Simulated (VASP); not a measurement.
# Ta3Cu (I4/mmm) in VASP: further runs, part 2 of 2

VASP 6.6.1. Earlier steps stand in the parts before.

## 4. Relaxation of the atoms, PBEsol

This run uses another cell than the first one, of 16.60 Å³/atom.

INCAR

```
PREC = Accurate
ENCUT = 520
EDIFF = 1E-6
ISMEAR = -1
SIGMA = 0.05
LREAL = False
LASPH = True
NELM = 60
ALGO = Normal
ISIF = 2
LWAVE = False
LCHARG = False
GGA = PS
IBRION = 2
NSW = 60
EDIFFG = -0.01
```

KPOINTS

```
regular mesh
0
Gamma
  8 8 8
```

POSCAR

```
Ta3Cu
1.0
   -2.0065070000      2.0065070000      4.1240066000
    2.0065070000     -2.0065070000      4.1240066000
    2.0065070000      2.0065070000     -4.1240066000
Ta Cu
3 1
Direct
    0.5000000000      0.5000000000      0.0000000000
    0.2500000000      0.7500000000      0.5000000000
    0.7500000000      0.2500000000      0.5000000000
    0.0000000000      0.0000000000      0.0000000000
```

Potentials or basis: VASP PAW PBE potentials, release 64 (Ta_pv, Cu).

Started as:

```
> cat potpaw_PBE.64/Ta_pv/POTCAR potpaw_PBE.64/Cu/POTCAR > POTCAR
> mpirun -np 1 vasp_std > vasp.out
```

OUTCAR:

```text
PREC = Accurate
   ENCUT = 520
   EDIFF = 1E-6
   ISMEAR = -1
   LREAL = False
   LASPH = True
   NELM = 60
   ISIF = 2
   GGA = PS
   IBRION = 2
   NSW = 60
   EDIFFG = -0.01

 ion  position               nearest neighbor table
   1  0.500  0.500  0.000-   4 2.84   4 2.84   4 2.84   4 2.84   3 2.88   2 2.88   3 2.88   3 2.88
                             2 2.88   2 2.88   3 2.88   2 2.88
   2  0.250  0.750  0.500-   3 2.84   3 2.84   3 2.84   3 2.84   4 2.88   1 2.88   4 2.88   1 2.88
                             4 2.88   4 2.88   1 2.88   1 2.88
   3  0.750  0.250  0.500-   2 2.84   2 2.84   2 2.84   2 2.84   4 2.88   1 2.88   4 2.88   4 2.88
                             1 2.88   1 2.88   4 2.88   1 2.88
   4  0.000  0.000  0.000-   1 2.84   1 2.84   1 2.84   1 2.84   3 2.88   2 2.88   3 2.88   2 2.88
                             3 2.88   3 2.88   2 2.88   2 2.88

  LATTYP: Found a body centered tetragonal cell.
 ALAT       =     4.0130140000
 C/A-ratio  =     2.0553163283

  Lattice vectors:

 A1 = (  -2.0065070000,   2.0065070000,   4.1240066000)
 A2 = (   2.0065070000,  -2.0065070000,   4.1240066000)
 A3 = (   2.0065070000,   2.0065070000,  -4.1240066000)

Analysis of symmetry for initial positions (statically):
=====================================================================
 Subroutine PRICEL returns:
 Original cell was already a primitive cell.

 Routine SETGRP: Setting up the symmetry group for a
 body centered tetragonal supercell.

 Subroutine GETGRP returns: Found 16 space group operations
 (whereof 16 operations were pure point group operations)
 out of a pool of 16 trial point group operations.

The static configuration has the point symmetry D_4h.

Analysis of symmetry for dynamics (positions and initial velocities):
=====================================================================
 Subroutine PRICEL returns:
 Original cell was already a primitive cell.

 Routine SETGRP: Setting up the symmetry group for a
 body centered tetragonal supercell.

 Subroutine GETGRP returns: Found 16 space group operations
 (whereof 16 operations were pure point group operations)
 out of a pool of 16 trial point group operations.

The dynamic configuration has the point symmetry D_4h.

 Subroutine INISYM returns: Found 16 space group operations
 (whereof 16 operations are pure point group operations),
 and found     1 'primitive' translations

----------------------------------------------------------------------------------------

                                     Primitive cell

  volume of cell :      66.4142

  direct lattice vectors                    reciprocal lattice vectors
    -2.006507000  2.006507000  4.124006600     0.000000000  0.249189263  0.121241319
     2.006507000 -2.006507000  4.124006600     0.249189263  0.000000000  0.121241319
     2.006507000  2.006507000 -4.124006600     0.249189263  0.249189263  0.000000000

  length of vectors
     5.005953567  5.005953567  5.005953567     0.277118650  0.277118650  0.352406835

  position of ions in fractional coordinates (direct lattice)
     0.500000000  0.500000000  0.000000000
     0.250000000  0.750000000  0.500000000
     0.750000000  0.250000000  0.500000000
     0.000000000  0.000000000  0.000000000

[... 34 lines left out ...]
            Coordinates               Weight
  0.000000  0.000000  0.000000      1.000000
  0.125000  0.000000 -0.000000      8.000000
  0.250000  0.000000 -0.000000      8.000000
  0.375000  0.000000 -0.000000      8.000000
  0.500000  0.000000 -0.000000      4.000000
  0.125000  0.125000 -0.000000      8.000000
[... 16 lines left out ...]
  0.250000  0.125000  0.125000     16.000000
  0.375000  0.125000  0.125000      8.000000
 [... further k-points ...]
   k-points           NKPTS =     59   k-points in BZ     NKDIM =     59   number of bands    NBANDS=     26
   number of dos      NEDOS =    301   number of ions     NIONS =      4
   total plane-waves  NPLWV =  64000
   dimension x,y,z NGX =    40 NGY =   40 NGZ =   40
   dimension x,y,z NGXF=    80 NGYF=   80 NGZF=   80
   ions per type =               3   1
   NGX,Y,Z   is equivalent  to a cutoff of  13.28, 13.28, 13.28 a.u.
   NGXF,Y,Z  is equivalent  to a cutoff of  26.57, 26.57, 26.57 a.u.
 SYSTEM =  unknown system
   PREC   = accura    normal or accurate (medium, high low for compatibility)
   ISTART =      0    job   : 0-new  1-cont  2-samecut
   ICHARG =      2    charge: 1-file 2-atom 10-const
   ISPIN  =      1    spin polarized calculation?
   LNONCOLLINEAR =      F non collinear calculations
   LSORBIT =      F    spin-orbit coupling
   LASPH  =      T    aspherical Exc in radial PAW
   ENCUT  =  520.0 eV  38.22 Ry    6.18 a.u.   9.31  9.31  9.31*2*pi/ulx,y,z
   NELM   =     60;   NELMIN=  2; NELMDL= -5     # of ELM steps
   EDIFF  = 0.1E-05   stopping-criterion for ELM
   LREAL  =      F    real-space projection
   EDIFFG = -.1E-01   stopping-criterion for IOM
   NSW    =     60    number of steps for IOM
   IBRION =      2    ionic relax: 0-MD 1-quasi-New 2-CG
   NFREE  =      1    steps in history (QN), initial steepest desc. (CG)
   ISIF   =      2    stress and relaxation
   ISYM   =      2    0-nonsym 1-usesym 2-fastsym
   POTIM  = 0.5000    time-step for ionic-motion
   TEBEG  =    0.0;   TEEND  =   0.0 temperature during run
   PSTRESS=    0.0 pullay stress
   NELECT =      44.0000    total number of electrons
   NUPDOWN=      -1.0000    fix difference up-down
   EMIN   =  10.00;   EMAX   =-10.00  energy-range for DOS
   EFERMI =   0.00;   METHOD = LEGACY
   ISMEAR =    -1;   SIGMA  =   0.05  broadening in eV -4-tet -1-fermi 0-gaus
   EFERMI_NEDOS =   21; number of points for ismear=-14 and -15
   IALGO  =     38    algorithm
   IMIX   =      4    mixing-type and parameters
     AMIX     =   0.40;   BMIX     =  1.00
     AMIX_MAG =   1.60;   BMIX_MAG =  1.00
  volume/ion in A,a.u.               =      16.60       112.05
  Fermi-wavevector in a.u.,A,eV,Ry     =   1.427158  2.696938 27.712086  2.036781
  Thomas-Fermi vector in A             =   2.547358
   LORBIT       =      0    0 simple, 1 ext, 2 COOP (PROOUT), +10 PAW based schemes
   GGA     = PS    functional components
   LHFCALC =     F    Hartree Fock is set to
   AEXX    =    0.0000 exact exchange contribution
   IVDW    =     0    specifies the selected vdW correction
   LEPSILON=     F    determine dielectric tensor
   LRPA    =     F    only Hartree local field effects (RPA)
 conjugate gradient relaxation of ions
 non-spin polarized calculation
  energy-cutoff  :      520.00
  volume of cell :       66.41
 maximum number of plane-waves:      1811
 NGX is ok and might be reduce to    40
   NGX = 19   NGY = 19   NGZ = 19

 number of electron      44.0000002 magnetization

 Free energy of the ion-electron system (eV)
  ---------------------------------------------------
  ext. energy  EPLUGINS =         0.00000000
  ---------------------------------------------------
  free energy    TOTEN  =       -41.27988785 eV

  energy without entropy =      -41.24473932  energy(sigma->0) =      -41.26231358

 E-fermi :   5.9948     XC(G=0): -12.7106

 val. band max:        5.9931418855   @ k =   0.3750   0.3750  -0.0000
 cond. band min:       5.9961683384   @ k =   0.5000   0.5000  -0.0000
 fundamental gap:      0.0030264528
 Fermi energy:         5.9948277386

 k-point     1 :       0.0000    0.0000    0.0000
  band No.  band energies     occupation
      1     -28.5517      2.00000
      2     -28.3785      2.00000
      3     -28.3785      2.00000
      4     -28.1504      2.00000
      5     -28.1504      2.00000
      6     -28.0178      2.00000
[... 685 lines left out ...]
     25       7.0490      0.00000
     26       7.8750      0.00000

 [... further k-points ...]

------------------------ aborting loop because EDIFF is reached ----------------------------------------

  FORCE on cell =-STRESS in cart. coord.  units (eV):
  Direction    XX          YY          ZZ          XY          YZ          ZX
  --------------------------------------------------------------------------------------
  -------------------------------------------------------------------------------------
  Total       -1.2569310     -1.2569310     -0.6288012      0.0000000      0.0000000     -0.0000000
  in kB      -30.3222424    -30.3222424    -15.1692198      0.0000000      0.0000000     -0.0000000
  external PRESSURE =     -25.2712349 kB  Pullay stress =       0.0000000 kB

 VOLUME and BASIS-vectors are now :
 -----------------------------------------------------------------------------
  energy-cutoff  :      520.00
  volume of cell :       66.41
      direct lattice vectors                 reciprocal lattice vectors
    -2.006507000  2.006507000  4.124006600     0.000000000  0.249189263  0.121241319
     2.006507000 -2.006507000  4.124006600     0.249189263  0.000000000  0.121241319
     2.006507000  2.006507000 -4.124006600     0.249189263  0.249189263  0.000000000

 POSITION                                       TOTAL-FORCE (eV/Angst)
 -----------------------------------------------------------------------------------
      0.00000      0.00000      4.12401         0.000000      0.000000      0.000000
      2.00651      0.00000      2.06200        -0.000000     -0.000000     -0.000000
      0.00000      2.00651      2.06200         0.000000      0.000000      0.000000
      0.00000      0.00000      0.00000         0.000000      0.000000      0.000000
 -----------------------------------------------------------------------------------
    total drift:                               -0.000000     -0.000000      0.000000

  FREE ENERGIE OF THE ION-ELECTRON SYSTEM (eV)
  ---------------------------------------------------
  free  energy   TOTEN  =       -41.2798878493 eV

  energy  without entropy=      -41.2447393178  energy(sigma->0) =      -41.26231358

 reached required accuracy - stopping structural energy minimisation
```

OSZICAR:

```text
N       E                     dE             d eps       ncg     rms          rms(c)
DAV:   1     0.413543338564E+03    0.41354E+03   -0.24134E+04  3100   0.206E+03
DAV:   2    -0.189088579834E+02   -0.43245E+03   -0.42693E+03  3142   0.510E+02
DAV:   3    -0.446655230525E+02   -0.25757E+02   -0.24521E+02  4094   0.114E+02
[... 12 lines left out ...]
DAV:  16    -0.412803392044E+02    0.75956E-02   -0.21075E-02  4384   0.290E+00    0.214E-01
DAV:  17    -0.412801684401E+02    0.17076E-03   -0.40330E-03  4360   0.511E-01    0.135E-01
DAV:  18    -0.412801879446E+02   -0.19505E-04   -0.61830E-05  3876   0.629E-02    0.134E-01
DAV:  19    -0.412798797755E+02    0.30817E-03   -0.11207E-03  4054   0.745E-01    0.149E-02
DAV:  20    -0.412798879329E+02   -0.81574E-05   -0.11055E-04  2880   0.555E-02    0.763E-03
DAV:  21    -0.412798878493E+02    0.83586E-07   -0.76296E-06  3854   0.381E-02
   1 F= -.41279888E+02 E0= -.41262314E+02  d E =-.412799E+02
```

CONTCAR:

```text
Ta3Cu
   1.00000000000000
    -2.0065070000000000    2.0065070000000000    4.1240066000000004
     2.0065070000000000   -2.0065070000000000    4.1240066000000004
     2.0065070000000000    2.0065070000000000   -4.1240066000000004
  Ta              Cu
     3     1
Direct
     0.5000000000000000    0.5000000000000000    0.0000000000000000
     0.2500000000000000    0.7500000000000000    0.5000000000000000
     0.7500000000000000    0.2500000000000000    0.5000000000000000
     0.0000000000000000    0.0000000000000000    0.0000000000000000

  0.00000000E+00  0.00000000E+00  0.00000000E+00
  0.00000000E+00  0.00000000E+00  0.00000000E+00
  0.00000000E+00  0.00000000E+00  0.00000000E+00
  0.00000000E+00  0.00000000E+00  0.00000000E+00
```

It took 6.7 min on 1 thread of Oxide Virtual Turin-like, shared host; peak memory 0.26 GiB.

Results:

```
Free energy             : -41.2799 eV
Pressure after relaxing : -2.5 GPa
Band gap on the k mesh  : zero (bands 22 and 23 overlap by 1.29 eV)
```

Final structure:
```
CELL_PARAMETERS angstrom
-2.00651 2.00651 4.12401
2.00651 -2.00651 4.12401
2.00651 2.00651 -4.12401
ATOMIC_POSITIONS crystal
Ta 0.50000 0.50000 0.00000
Ta 0.25000 0.75000 0.50000
Ta 0.75000 0.25000 0.50000
Cu 0.00000 0.00000 0.00000
```

Levels at points of the mesh, in eV from the Fermi level:
```tsv
k point	band 19	band 20	band 21	band 22	band 23	band 24	band 25	band 26
(0.00, 0.00, 0.00)	-1.71	-1.71	-0.23	-0.23	0.05	2.33	2.36	2.67
(0.50, 0.00, 0.00)	-2.10	-1.39	-0.95	0.03	0.50	1.04	1.38	1.82
(0.50, 0.50, 0.00)	-1.91	-1.24	-0.32	0.00	0.34	0.88	0.94	2.11
(0.50, 0.50, 0.50)	-1.49	-1.49	-1.13	0.42	2.04	2.18	2.18	3.23
```

Caveat: the relaxation stopped at its first step, so nothing moved; the PAW data sets were made with another functional, which shifts forces and pressure a little; spin-orbit coupling is left out, which moves the levels of the heavy elements.

## 5. The runs side by side

```csv
task,spin,cell,k mesh,gap on the mesh (eV),pressure (GPa)
single point,off,"a = 5.076 Å, angles 133.4, 133.4, 68.0°, 4 atoms",7 × 7 × 7,none,-6.2
single point,"non-collinear, zero start, SOC","a = 5.076 Å, angles 133.4, 133.4, 68.0°, 4 atoms",9 × 9 × 9,-,-6.0
relaxation of the atoms,off,"atoms relaxed from a = 5.006 Å, angles 132.7, 132.7, 69.1°, 4 atoms",8 × 8 × 8,none,-2.5
```

Alike in all rows: level PBEsol; potentials or basis VASP PAW PBE potentials, release 64 (Ta_pv, Cu); cutoff (eV) 520; smearing fermi-dirac 0.05 eV.

Caveats: the PAW data sets were made with another functional, which shifts forces and pressure a little; the cell stands under tension (at least some runs); spin-orbit coupling is left out, which moves the levels of the heavy elements (at least some runs); the relaxation stopped at its first step, so nothing moved (at least some runs).

Absolute energies hang on the potentials; compare differences alone.
